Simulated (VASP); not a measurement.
# C (C2/m) in VASP: single point with r2SCAN

Aim: the single point of C with r2SCAN.

All numbers are computed with VASP 6.6.1; they aren't measurements. Logs are shortened: lines on timing, memory, paths and dates and some standing lists are left out, and cuts for length are marked.

## (1) The cell of the first run

It takes space group C2/m (No. 12, monoclinic). The conventional cell has a = 4.360 Å, b = 2.518 Å, c = 4.360 Å, α = 90.00°, β = 109.47°, γ = 90.00°. Within 2.1 Å of C (site symmetry m) lie 4 C at 1.54 to 1.55 Å. Within 2.1 Å of C (site symmetry m) lie 4 C at 1.54 to 1.55 Å.

## (2) Single point, r2SCAN (atoms displaced along a vibrational mode)

Contents of POSCAR:

```
C
1.0
    0.0000000000     -1.7801417069     -1.7801417069
   -1.7801417069      0.0000000000     -1.7801417069
    1.7801417069      1.7801417069     -3.5602834138
C
4
Direct
    0.7775201697      0.7362399210      0.7499999882
    0.2224798303      0.2637600790      0.2500000118
    0.4025201697      0.3612399210      0.8749999882
    0.8474798303      0.8887600790      0.3750000118
```

Contents of INCAR.step1:

```
PREC     = Accurate       # precision mode
ENCUT    = 520            # plane-wave cutoff, eV
ISMEAR   = 0              # smearing method
SIGMA    = 0.05           # smearing width, eV
LREAL    = False          # projectors in reciprocal space
LASPH    = True           # aspherical terms in the spheres
NELM     = 60             # most SCF steps
NBANDS   = 16             # bands
ISYM     = 0            
GGA      = PE             # functional
ALGO     = Normal         # electronic algorithm
EDIFF    = 1E-4           # SCF threshold, eV
LWAVE    = True           # write WAVECAR
LCHARG   = False          # write CHGCAR
```

Contents of INCAR.step2:

```
PREC     = Accurate       # precision mode
ENCUT    = 520            # plane-wave cutoff, eV
EDIFF    = 1E-6           # SCF threshold, eV
ISMEAR   = 0              # smearing method
SIGMA    = 0.05           # smearing width, eV
LREAL    = False          # projectors in reciprocal space
LASPH    = True           # aspherical terms in the spheres
NELM     = 60             # most SCF steps
ALGO     = Normal         # electronic algorithm
ISIF     = 2              # what is computed and relaxed
LWAVE    = False          # write WAVECAR
LCHARG   = False          # write CHGCAR
METAGGA  = R2SCAN         # meta-GGA
LMIXTAU  = True         
NBANDS   = 16             # bands
ISYM     = 0            
ISTART   = 1
```

Contents of KPOINTS:

```
regular mesh
0
Gamma
  12 12 10
```

Potentials or basis: VASP PAW PBE potentials, release 64 (C).

The run is started by

```sh
$ cat potpaw_PBE.64/C/POTCAR > POTCAR
$ cp INCAR.step1 INCAR
$ mpirun -np 1 vasp_std > vasp.out
$ cp INCAR.step2 INCAR
$ mpirun -np 1 vasp_std > vasp.out
```

OUTCAR:

```text
PREC = Accurate
   ENCUT = 520
   EDIFF = 1E-6
   ISMEAR = 0
   LREAL = False
   LASPH = True
   NELM = 60
   ISIF = 2
   METAGGA = R2SCAN
   ISYM = 0
   ISTART = 1

 ion  position               nearest neighbor table
   1  0.778  0.736  0.750-   3 1.54   3 1.54   3 1.54   4 1.55
   2  0.222  0.264  0.250-   4 1.54   4 1.54   4 1.54   3 1.55
   3  0.403  0.361  0.875-   1 1.54   1 1.54   1 1.54   2 1.55
   4  0.847  0.889  0.375-   2 1.54   2 1.54   2 1.54   1 1.55

IMPORTANT INFORMATION: All symmetrisations will be switched off!
NOSYMM: (Re-)initialisation of all symmetry stuff for point group C_1.

----------------------------------------------------------------------------------------

                                     Primitive cell

  volume of cell :      22.5644

  direct lattice vectors                    reciprocal lattice vectors
     0.000000000 -1.780141707 -1.780141707     0.140438258 -0.421314773 -0.140438258
    -1.780141707  0.000000000 -1.780141707    -0.421314773  0.140438258 -0.140438258
     1.780141707  1.780141707 -3.560283414     0.140438258  0.140438258 -0.140438258

  length of vectors
     2.517500545  2.517500545  4.360438852     0.465781007  0.465781007  0.243246198

  position of ions in fractional coordinates (direct lattice)
     0.777520170  0.736239921  0.749999988
     0.222479830  0.263760079  0.250000012
     0.402520170  0.361239921  0.874999988
     0.847479830  0.888760079  0.375000012

  ion indices of the primitive-cell ions
   primitive index   ion index
                 1           1
                 2           2
                 3           3
                 4           4

----------------------------------------------------------------------------------------

 KPOINTS: regular mesh

Automatic generation of k-mesh.
 Grid dimensions read from file:
 generate k-points for:   12   12   10

 Generating k-lattice:

  Cartesian coordinates                     Fractional coordinates (reciprocal lattice)
     0.011703188 -0.035109564 -0.011703188     0.083333333  0.000000000  0.000000000
    -0.035109564  0.011703188 -0.011703188     0.000000000  0.083333333  0.000000000
     0.014043826  0.014043826 -0.014043826     0.000000000  0.000000000  0.100000000

  Length of vectors
     0.038815084  0.038815084  0.024324620

  Shift w.r.t. Gamma in fractional coordinates (k-lattice)
     0.000000000  0.000000000  0.000000000

 -----------------------------------------------------------------------------
|                                                                             |
|           W    W    AA    RRRRR   N    N  II  N    N   GGGG   !!!           |
|           W    W   A  A   R    R  NN   N  II  NN   N  G    G  !!!           |
|           W    W  A    A  R    R  N N  N  II  N N  N  G       !!!           |
|           W WW W  AAAAAA  RRRRR   N  N N  II  N  N N  G  GGG   !            |
|           WW  WW  A    A  R   R   N   NN  II  N   NN  G    G                |
|           W    W  A    A  R    R  N    N  II  N    N   GGGG   !!!           |
|                                                                             |
|     Your reciprocal lattice and k-lattice belong to different lattice       |
|     classes:                                                                |
|                                                                             |
|        The reciprocal lattice is rhombohedral (trigonal),                   |
|        whereas your k-lattice is base-centered monoclinic.                  |
|                                                                             |
|     Results are often still useful ...                                      |
|                                                                             |
 -----------------------------------------------------------------------------

 WARNING: IBZKPT: internal override: KBLOWUP is changed to .FALSE.
      ... skipping the blow-up phase ...

 Subroutine IBZKPT returns following result:
 ===========================================

 Found    724 irreducible k-points:

 Following reciprocal coordinates:
            Coordinates               Weight
  0.000000  0.000000  0.000000      1.000000
  0.083333  0.000000  0.000000      2.000000
  0.166667  0.000000  0.000000      2.000000
  0.250000  0.000000  0.000000      2.000000
  0.333333  0.000000  0.000000      2.000000
  0.416667  0.000000  0.000000      2.000000
[... 16 lines left out ...]
  0.250000  0.166667  0.000000      2.000000
  0.333333  0.166667  0.000000      2.000000
 [... further k-points ...]
   k-points           NKPTS =    724   k-points in BZ     NKDIM =    724   number of bands    NBANDS=     16
   number of dos      NEDOS =    301   number of ions     NIONS =      4
   total plane-waves  NPLWV =  12800
   dimension x,y,z NGX =    20 NGY =   20 NGZ =   32
   dimension x,y,z NGXF=    40 NGYF=   40 NGZF=   64
   ions per type =               4
   NGX,Y,Z   is equivalent  to a cutoff of  13.21, 13.21, 12.20 a.u.
   NGXF,Y,Z  is equivalent  to a cutoff of  26.41, 26.41, 24.40 a.u.
 SYSTEM =  unknown system
   PREC   = accura    normal or accurate (medium, high low for compatibility)
   ISTART =      1    job   : 0-new  1-cont  2-samecut
   ICHARG =      0    charge: 1-file 2-atom 10-const
   ISPIN  =      1    spin polarized calculation?
   LNONCOLLINEAR =      F non collinear calculations
   LSORBIT =      F    spin-orbit coupling
   LASPH  =      T    aspherical Exc in radial PAW
   ENCUT  =  520.0 eV  38.22 Ry    6.18 a.u.   4.68  4.68  8.11*2*pi/ulx,y,z
   NELM   =     60;   NELMIN=  2; NELMDL=  0     # of ELM steps
   EDIFF  = 0.1E-05   stopping-criterion for ELM
   LREAL  =      F    real-space projection
   EDIFFG = 0.1E-04   stopping-criterion for IOM
   NSW    =      0    number of steps for IOM
   IBRION =     -1    ionic relax: 0-MD 1-quasi-New 2-CG
   NFREE  =      0    steps in history (QN), initial steepest desc. (CG)
   ISIF   =      2    stress and relaxation
   ISYM   =      0    0-nonsym 1-usesym 2-fastsym
   POTIM  = 0.5000    time-step for ionic-motion
   TEBEG  =    0.0;   TEEND  =   0.0 temperature during run
   PSTRESS=    0.0 pullay stress
   NELECT =      16.0000    total number of electrons
   NUPDOWN=      -1.0000    fix difference up-down
   EMIN   =  10.00;   EMAX   =-10.00  energy-range for DOS
   EFERMI =   0.00;   METHOD = LEGACY
   ISMEAR =     0;   SIGMA  =   0.05  broadening in eV -4-tet -1-fermi 0-gaus
   EFERMI_NEDOS =   21; number of points for ismear=-14 and -15
   IALGO  =     38    algorithm
   IMIX   =      4    mixing-type and parameters
     AMIX     =   0.40;   BMIX     =  1.00
     AMIX_MAG =   1.60;   BMIX_MAG =  1.00
  volume/ion in A,a.u.               =       5.64        38.07
  Fermi-wavevector in a.u.,A,eV,Ry     =   1.459846  2.758708 28.996044  2.131149
  Thomas-Fermi vector in A             =   2.576365
   LORBIT       =      0    0 simple, 1 ext, 2 COOP (PROOUT), +10 PAW based schemes
   METAGGA = R2SCAN    functional components
   LHFCALC =     F    Hartree Fock is set to
   AEXX    =    0.0000 exact exchange contribution
   IVDW    =     0    specifies the selected vdW correction
   LEPSILON=     F    determine dielectric tensor
   LRPA    =     F    only Hartree local field effects (RPA)
 non-spin polarized calculation
 Gauss-broadening in eV      SIGMA  =   0.05
  energy-cutoff  :      520.00
  volume of cell :       22.56
 maximum number of plane-waves:       624
   NGX =  9   NGY =  9   NGZ = 17

 number of electron      15.9999998 magnetization

 Free energy of the ion-electron system (eV)
  ---------------------------------------------------
  ext. energy  EPLUGINS =         0.00000000
  ---------------------------------------------------
  free energy    TOTEN  =       -39.21482262 eV

  energy without entropy =      -39.21482262  energy(sigma->0) =      -39.21482262

 E-fermi :  10.0476     XC(G=0): -14.2916

 val. band max:        9.8501709149   @ k =   0.0000   0.0000   0.0000
 cond. band min:      14.1279064725   @ k =  -0.3333   0.0000   0.3000
 fundamental gap:      4.2777355576
 Fermi energy:        10.0475739849

 k-point     1 :       0.0000    0.0000    0.0000
  band No.  band energies     occupation
      1     -12.9748      2.00000
      2      -7.0019      2.00000
      3      -4.2859      2.00000
      4       6.8207      2.00000
      5       6.8400      2.00000
      6       9.7016      2.00000
[... 8 lines left out ...]
     15      23.6572      0.00000
     16      26.5705      0.00000

 k-point     2 :       0.0833    0.0000    0.0000
  band No.  band energies     occupation
      1     -12.7898      2.00000
      2      -6.8917      2.00000
      3      -4.0649      2.00000
      4       5.9874      2.00000
      5       6.5715      2.00000
      6       8.7466      2.00000
[... 8 lines left out ...]
     15      23.8292      0.00000
     16      26.4991      0.00000

 k-point     3 :       0.1667    0.0000    0.0000
  band No.  band energies     occupation
      1     -12.2370      2.00000
      2      -6.5511      2.00000
      3      -3.4289      2.00000
      4       3.9636      2.00000
      5       5.9787      2.00000
      6       6.6734      2.00000
[... 8 lines left out ...]
     15      23.9874      0.00000
     16      26.1729      0.00000

 k-point     4 :       0.2500    0.0000    0.0000
  band No.  band energies     occupation
      1     -11.3229      2.00000
      2      -5.9716      2.00000
      3      -2.4777      2.00000
      4       1.5715      2.00000
      5       4.3510      2.00000
      6       5.3229      2.00000
[... 8 lines left out ...]
     15      24.1118      0.00000
     16      25.5627      0.00000

 k-point     5 :       0.3333    0.0000    0.0000
  band No.  band energies     occupation
      1     -10.0616      2.00000
      2      -5.2267      2.00000
      3      -1.8864      2.00000
      4      -0.0807      2.00000
      5       2.1013      2.00000
      6       4.8092      2.00000
[... 8 lines left out ...]
     15      24.4154      0.00000
     16      25.7377      0.00000

 k-point     6 :       0.4167    0.0000    0.0000
  band No.  band energies     occupation
      1      -8.4845      2.00000
      2      -5.0903      2.00000
      3      -2.6583      2.00000
      4      -0.0303      2.00000
      5       1.0216      2.00000
      6       4.4694      2.00000
[... 8 lines left out ...]
     15      23.8210      0.00000
     16      25.2821      0.00000
[... 267 lines left out ...]
 k-point    21 :       0.0833    0.1667    0.0000
  band No.  band energies     occupation
      1     -12.3874      2.00000
      2      -6.9078      2.00000
      3      -3.3434      2.00000
      4       4.7721      2.00000
      5       5.9753      2.00000
      6       7.1189      2.00000
[... 8 lines left out ...]
     15      24.0356      0.00000
     16      26.0479      0.00000

 k-point    22 :       0.1667    0.1667    0.0000
  band No.  band energies     occupation
      1     -12.1705      2.00000
      2      -6.9785      2.00000
      3      -2.9108      2.00000
      4       4.4704      2.00000
      5       5.5569      2.00000
      6       5.8063      2.00000
[... 8 lines left out ...]
     15      24.4413      0.00000
     16      24.9782      0.00000

 k-point    23 :       0.2500    0.1667    0.0000
  band No.  band energies     occupation
      1     -11.5887      2.00000
      2      -6.7473      2.00000
      3      -2.1796      2.00000
      4       3.2107      2.00000
      5       4.2893      2.00000
      6       4.8357      2.00000
[... 8 lines left out ...]
     15      24.0324      0.00000
     16      24.7254      0.00000

 k-point    24 :       0.3333    0.1667    0.0000
  band No.  band energies     occupation
      1     -10.6497      2.00000
      2      -6.2202      2.00000
      3      -1.3212      2.00000
      4       1.5244      2.00000
      5       2.9692      2.00000
      6       3.8796      2.00000
[... 8 lines left out ...]
     15      23.3375      0.00000
     16      25.6453      0.00000

 [... further k-points ...]
[... 5 lines left out ...]
  --------------------------------------------------------------------------------------
  -------------------------------------------------------------------------------------
  Total        0.1997376      0.0118653      0.1996199      0.0442542     -0.0442838      0.0231294
  in kB       14.1823015      0.8424934     14.1739448      3.1422555     -3.1443586      1.6422918
  external PRESSURE =       9.7329133 kB  Pullay stress =       0.0000000 kB

 VOLUME and BASIS-vectors are now :
 -----------------------------------------------------------------------------
  energy-cutoff  :      520.00
  volume of cell :       22.56
      direct lattice vectors                 reciprocal lattice vectors
     0.000000000 -1.780141707 -1.780141707     0.140438258 -0.421314773 -0.140438258
    -1.780141707  0.000000000 -1.780141707    -0.421314773  0.140438258 -0.140438258
     1.780141707  1.780141707 -3.560283414     0.140438258  0.140438258 -0.140438258

 POSITION                                       TOTAL-FORCE (eV/Angst)
 -----------------------------------------------------------------------------------
      0.02449     -0.04899     -5.36492        -0.353643      0.677994      0.353642
     -0.02449      0.04899     -1.75565         0.326018     -0.678529     -0.326011
      0.91457      0.84108     -4.47485        -0.326018      0.678529      0.326011
     -0.91457     -0.84108     -4.42586         0.353643     -0.677994     -0.353642
 -----------------------------------------------------------------------------------
    total drift:                               -0.000000      0.000000      0.000000

  FREE ENERGIE OF THE ION-ELECTRON SYSTEM (eV)
  ---------------------------------------------------
  free  energy   TOTEN  =       -39.2148226152 eV

  energy  without entropy=      -39.2148226152  energy(sigma->0) =      -39.21482262
```

It took 5.1 min on 1 thread of Intel Xeon 6975P-C (Granite Rapids), shared host; peak memory 0.28 GiB.

What came out:

```yaml
Free_energy: -39.2148 eV
Pressure: 1.0 GPa
Largest_force: 0.842 eV/Å
Band_gap_on_the_k_mesh: 4.28 eV
```

Forces on the atoms (eV/Å):
```
C   -0.354  0.678  0.354
C    0.326 -0.679 -0.326
C   -0.326  0.679  0.326
C    0.354 -0.678 -0.354
```

Stress tensor (GPa, compression positive):
```
 1.42  0.31  0.16
 0.31  0.08 -0.31
 0.16 -0.31  1.42
```

Levels at points of the mesh, in eV from the valence-band top:
```csv
k point,band 5,band 6,band 7,band 8,band 9,band 10,band 11,band 12
"(0.00, 0.00, 0.00)",-3.01,-0.15,-0.09,0.00,5.78,5.82,5.82,8.82
"(0.50, 0.00, 0.00)",-7.20,-7.14,-5.26,-5.23,6.25,6.37,11.08,12.85
"(0.00, 0.50, 0.00)",-7.23,-7.19,-5.22,-5.21,6.29,6.35,11.38,12.24
"(0.50, 0.50, 0.00)",-6.74,-6.71,-3.12,-2.98,4.87,5.05,8.78,8.92
"(0.00, 0.00, 0.50)",-2.06,-2.06,-1.78,-1.78,7.55,7.81,7.97,8.46
"(0.50, 0.00, 0.50)",-6.75,-6.70,-3.06,-2.98,4.75,4.95,8.87,8.90
"(0.00, 0.50, 0.50)",-6.74,-6.71,-3.12,-2.98,4.87,5.05,8.78,8.92
"(0.50, 0.50, 0.50)",-7.23,-7.19,-5.22,-5.21,6.29,6.35,11.38,12.24
```

Caveat: the cell differs from its parent crystal (atoms displaced along a vibrational mode); the PAW data sets were made with another functional, which shifts forces and pressure a little.
